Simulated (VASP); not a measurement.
Wanted: the native input for a VASP 6.6.1 run.

```
Task                   : single point
Functional             : r2SCAN
Dispersion             : rVV10
Potentials or basis    : VASP PAW PBE potentials, release 64 (C)
Cutoff                 : 520 eV
k mesh                 : 10 × 10 × 10
Occupations            : gaussian, width 0.01 eV
Spin                   : no spin polarisation
Dipole correction      : no
Further INCAR settings : ALGO = Normal; EDIFF = 1e-07; NBANDS = 11
```

Crystal: C.

```
C
1.0
     0.00000    1.77892    1.77892
     1.77892    0.00000    1.77892
     1.77892    1.77892    0.00000
C
2
Direct
  0.00000 0.00000 0.00000
  0.25000 0.25000 0.25000
```

The input as run:

POSCAR

```
C
1.0
    0.0000000000      1.7789232039      1.7789232039
    1.7789232039      0.0000000000      1.7789232039
    1.7789232039      1.7789232039      0.0000000000
C
2
Direct
    0.0000000000      0.0000000000      0.0000000000
    0.2500000000      0.2500000000      0.2500000000
```

INCAR.step1

```
PREC = Accurate
ENCUT = 520
ISMEAR = 0
SIGMA = 0.01
LREAL = F
LASPH = T
NELM = 80
NBANDS = 11
GGA = PE
ALGO = Normal
EDIFF = 1E-4
LWAVE = T
LCHARG = F
```

INCAR.step2

```
PREC = Accurate
ENCUT = 520
EDIFF = 1E-7
ISMEAR = 0
SIGMA = 0.01
LREAL = F
LASPH = T
NELM = 80
ALGO = Normal
ISIF = 2
LWAVE = F
LCHARG = F
METAGGA = R2SCAN
LMIXTAU = T
LUSE_VDW = T
IVDW_NL = 2
BPARAM = 11.95
CPARAM = 0.0093
NBANDS = 11
ISTART = 1
```

KPOINTS

```
Automatic mesh
0
Gamma
  10 10 10
```

Potentials or basis: VASP PAW PBE potentials, release 64 (C).

Launch:

```sh
$ cat potpaw_PBE.64/C/POTCAR > POTCAR
$ cp INCAR.step1 INCAR
$ mpirun -np 1 vasp_std > vasp.out
$ cp INCAR.step2 INCAR
$ mpirun -np 1 vasp_std > vasp.out
```

It gave:

```yaml
Pressure: 1.2 GPa
Band_gap_on_the_k_mesh: 4.35 eV, indirect (least direct gap 5.85 eV)
```

Caveat: the PAW data sets were made with another functional, which shifts forces and pressure a little.

It took 29 s on 1 thread of Intel(R) Xeon(R) Platinum 8488C (Sapphire Rapids) (shared host), peak memory 0.17 GiB.
